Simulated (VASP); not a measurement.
# NaH (Fm-3m) in VASP: notebook, part 2 of 2

VASP 6.6.1.

## (4) Single point, RPBE

This run uses another cell than the first one, of 14.94 Å³/atom, 1.059 times its volume.

File INCAR:

```
  PREC = Accurate
  ENCUT = 520
  EDIFF = 1E-7
  ISMEAR = -1
  SIGMA = 0.01
  LREAL = False
  LASPH = True
  NELM = 100
  ALGO = Normal
  ISIF = 2
  LWAVE = False
  LCHARG = True
  GGA = RP
  LELF = True
  LVHAR = True
  NBANDS = 11
```

File KPOINTS:

```
regular mesh
0
Gamma
  8 8 8
```

File POSCAR:

```
NaH
1.0
    0.0000000000      2.4629210463      2.4629210463
    2.4629210463      0.0000000000      2.4629210463
    2.4629210463      2.4629210463      0.0000000000
Na H
1 1
Direct
    0.0000000000      0.0000000000      0.0000000000
    0.5000000000      0.5000000000      0.5000000000
```

Potentials or basis: VASP PAW PBE potentials, release 64 (Na_pv, H).

Launch:

```bash
> cat potpaw_PBE.64/Na_pv/POTCAR potpaw_PBE.64/H/POTCAR > POTCAR
> mpirun -np 1 vasp_std > vasp.out
```

OUTCAR:

```text
PREC = Accurate
   ENCUT = 520
   EDIFF = 1E-7
   ISMEAR = -1
   LREAL = False
   LASPH = True
   NELM = 100
   ISIF = 2
   GGA = RP

 ion  position               nearest neighbor table
   1  0.000  0.000  0.000-
   2  0.500  0.500  0.500-

  LATTYP: Found a face centered cubic cell.
 ALAT       =     4.9258420926

  Lattice vectors:

 A1 = (   0.0000000000,   2.4629210463,   2.4629210463)
 A2 = (   2.4629210463,   0.0000000000,   2.4629210463)
 A3 = (   2.4629210463,   2.4629210463,   0.0000000000)

Analysis of symmetry for initial positions (statically):
=====================================================================
 Subroutine PRICEL returns:
 Original cell was already a primitive cell.

 Routine SETGRP: Setting up the symmetry group for a
 face centered cubic supercell.

 Subroutine GETGRP returns: Found 48 space group operations
 (whereof 48 operations were pure point group operations)
 out of a pool of 48 trial point group operations.

The static configuration has the point symmetry O_h .

Analysis of symmetry for dynamics (positions and initial velocities):
=====================================================================
 Subroutine PRICEL returns:
 Original cell was already a primitive cell.

 Routine SETGRP: Setting up the symmetry group for a
 face centered cubic supercell.

 Subroutine GETGRP returns: Found 48 space group operations
 (whereof 48 operations were pure point group operations)
 out of a pool of 48 trial point group operations.

The dynamic configuration has the point symmetry O_h .

 Subroutine INISYM returns: Found 48 space group operations
 (whereof 48 operations are pure point group operations),
 and found     1 'primitive' translations

----------------------------------------------------------------------------------------

                                     Primitive cell

  volume of cell :      29.8801

[... 109 lines left out ...]
  volume/ion in A,a.u.               =      14.94       100.82
  Fermi-wavevector in a.u.,A,eV,Ry     =   1.055142  1.993930 15.147708  1.113325
  Thomas-Fermi vector in A             =   2.190329
   LORBIT       =      0    0 simple, 1 ext, 2 COOP (PROOUT), +10 PAW based schemes
   GGA     = RP    functional components
   LHFCALC =     F    Hartree Fock is set to
   AEXX    =    0.0000 exact exchange contribution
   IVDW    =     0    specifies the selected vdW correction
   LEPSILON=     F    determine dielectric tensor
   LRPA    =     F    only Hartree local field effects (RPA)
 non-spin polarized calculation
  energy-cutoff  :      520.00
  volume of cell :       29.88
 maximum number of plane-waves:       821
 NGX is ok and might be reduce to    28
   NGX = 13   NGY = 13   NGZ = 13

 number of electron       8.0000007 magnetization

 Free energy of the ion-electron system (eV)
  ---------------------------------------------------
  ext. energy  EPLUGINS =         0.00000000
  ---------------------------------------------------
  free energy    TOTEN  =        -4.98618195 eV

  energy without entropy =       -4.98618195  energy(sigma->0) =       -4.98618195

 E-fermi :  -0.8570     XC(G=0):  -7.3255

 val. band max:       -1.1993373577   @ k =  -0.2500   0.5000   0.2500
 cond. band min:       2.6786141333   @ k =   0.5000   0.0000   0.0000
 fundamental gap:      3.8779514910
 Fermi energy:        -0.8569826600

 k-point     1 :       0.0000    0.0000    0.0000
  band No.  band energies     occupation
      1     -23.3889      2.00000
      2     -23.3889      2.00000
      3     -23.3889      2.00000
      4      -4.5578      2.00000
      5       8.8210      0.00000
      6      14.2029      0.00000
      7      14.2029      0.00000
      8      14.2029      0.00000
      9      14.8253      0.00000
     10      14.8253      0.00000
     11      14.8253      0.00000
[... 309 lines left out ...]
 k-point    24 :      -0.3750    0.2500    0.1250
  band No.  band energies     occupation
      1     -23.4521      2.00000
      2     -23.4166      2.00000
      3     -23.4041      2.00000
      4      -1.6444      2.00000
      5       3.4329      0.00000
      6       6.5755      0.00000
      7       9.6472      0.00000
      8      13.3793      0.00000
      9      14.6230      0.00000
     10      17.7468      0.00000
     11      19.7382      0.00000

 [... further k-points ...]
[... 5 lines left out ...]
  --------------------------------------------------------------------------------------
  -------------------------------------------------------------------------------------
  Total       -0.0043012     -0.0043012     -0.0043012     -0.0000000      0.0000000     -0.0000000
  in kB       -0.2306332     -0.2306332     -0.2306332     -0.0000000      0.0000000     -0.0000000
  external PRESSURE =      -0.2306332 kB  Pullay stress =       0.0000000 kB

 VOLUME and BASIS-vectors are now :
 -----------------------------------------------------------------------------
  energy-cutoff  :      520.00
  volume of cell :       29.88
      direct lattice vectors                 reciprocal lattice vectors
     0.000000000  2.462921046  2.462921046    -0.203010974  0.203010974  0.203010974
     2.462921046  0.000000000  2.462921046     0.203010974 -0.203010974  0.203010974
     2.462921046  2.462921046  0.000000000     0.203010974  0.203010974 -0.203010974

 POSITION                                       TOTAL-FORCE (eV/Angst)
 -----------------------------------------------------------------------------------
      0.00000      0.00000      0.00000         0.000000     -0.000000     -0.000000
      2.46292      2.46292      2.46292        -0.000000      0.000000      0.000000
 -----------------------------------------------------------------------------------
    total drift:                               -0.000000      0.000000      0.000000

  FREE ENERGIE OF THE ION-ELECTRON SYSTEM (eV)
  ---------------------------------------------------
  free  energy   TOTEN  =        -4.9861819506 eV

  energy  without entropy=       -4.9861819506  energy(sigma->0) =       -4.98618195
```

It took 17 s on 1 thread of AMD EPYC 7R43 (Zen 3), shared host; peak memory 0.11 GiB.

What came out:

| Property | Result |
| --- | --- |
| Free energy | -4.9862 eV |
| Pressure | 0.0 GPa |
| Band gap on the k mesh | 3.88 eV, indirect (least direct gap 4.67 eV) |

Caveat: the PAW data sets were made with another functional, which shifts forces and pressure a little. A hybrid or GW would open this gap; RPBE tends to underestimate it.

## (5) Single point, r2SCAN+rVV10

This run uses another cell than the first one, of 13.62 Å³/atom, 0.966 times its volume.

File POSCAR:

```
NaH
1.0
    0.0000000000      2.3883267471      2.3883267471
    2.3883267471      0.0000000000      2.3883267471
    2.3883267471      2.3883267471      0.0000000000
Na H
1 1
Direct
    0.0000000000      0.0000000000      0.0000000000
    0.5000000000      0.5000000000      0.5000000000
```

File INCAR.step1:

```
SYSTEM = NaH
PREC     = Accurate       ! precision mode
ENCUT    = 520            ! plane-wave cutoff, eV
ISMEAR   = -1             ! smearing method
SIGMA    = 0.01           ! smearing width, eV
LREAL    = .False.        ! projectors in reciprocal space
LASPH    = .True.         ! aspherical terms in the spheres
NELM     = 100            ! most SCF steps
NBANDS   = 11             ! bands
GGA      = PE             ! functional
ALGO     = Normal         ! electronic algorithm
EDIFF    = 1E-4           ! SCF threshold, eV
LWAVE    = .True.         ! write WAVECAR
LCHARG   = .False.        ! write CHGCAR
```

File INCAR.step2:

```
SYSTEM = NaH
PREC     = Accurate       ! precision mode
ENCUT    = 520            ! plane-wave cutoff, eV
EDIFF    = 1E-6           ! SCF threshold, eV
ISMEAR   = -1             ! smearing method
SIGMA    = 0.01           ! smearing width, eV
LREAL    = .False.        ! projectors in reciprocal space
LASPH    = .True.         ! aspherical terms in the spheres
NELM     = 100            ! most SCF steps
ALGO     = Normal         ! electronic algorithm
ISIF     = 2              ! what is computed and relaxed
LWAVE    = .False.        ! write WAVECAR
LCHARG   = .False.        ! write CHGCAR
METAGGA  = R2SCAN         ! meta-GGA
LMIXTAU  = .True.       
LUSE_VDW = .True.       
IVDW_NL  = 2            
BPARAM   = 11.95        
CPARAM   = 0.0093       
NBANDS   = 11             ! bands
ISTART   = 1
```

File KPOINTS:

```
regular mesh
0
Gamma
  8 8 8
  0 0 0
```

Launch:

```bash
> cat potpaw_PBE.64/Na_pv/POTCAR potpaw_PBE.64/H/POTCAR > POTCAR
> cp INCAR.step1 INCAR
> mpirun -np 1 vasp_std > vasp.out
> cp INCAR.step2 INCAR
> mpirun -np 1 vasp_std > vasp.out
```

Run time: 93 s. Hardware: 1 thread of AMD EPYC 7R43 (Zen 3), shared host; peak memory 0.22 GiB.

The run converged. Its results:

- Free energy: -7.3086 eV
- Pressure: -0.3 GPa
- Band gap on the k mesh: 4.38 eV, indirect (least direct gap 5.24 eV)

Levels at points of the mesh, in eV from the valence-band top:
```csv
k point,band 2,band 3,band 4,band 5,band 6,band 7
"(0.00, 0.00, 0.00)",-22.79,-22.79,-3.67,11.74,16.57,16.57
"(0.50, 0.00, 0.00)",-22.81,-22.81,-0.86,4.38,11.89,14.10
"(0.50, 0.50, 0.00)",-22.83,-22.83,-0.18,5.22,10.78,11.58
```

Caveat: the PAW data sets were made with another functional, which shifts forces and pressure a little.

## (6) Overview

| level | cell | gap on the mesh (eV) | pressure (GPa) |
| --- | --- | --- | --- |
| PBE | a = 3.417 Å, angles 60.0°, 2 atoms | 3.76 | 0.0 |
| PBEsol | a = 3.388 Å, angles 60.0°, 2 atoms | 3.60 | 0.0 |
| RPBE | a = 3.483 Å, angles 60.0°, 2 atoms | 3.88 | 0.0 |
| r2SCAN+rVV10 | a = 3.378 Å, angles 60.0°, 2 atoms | 4.38 | -0.3 |

Alike in all rows: task single point; potentials or basis VASP PAW PBE potentials, release 64 (Na_pv, H); no spin polarisation; k mesh 8 × 8 × 8; cutoff (eV) 520; smearing fermi-dirac 0.01 eV.

Caveats: the PAW data sets were made with another functional, which shifts forces and pressure a little (some runs).

Absolute energies hang on the potentials; compare differences alone.
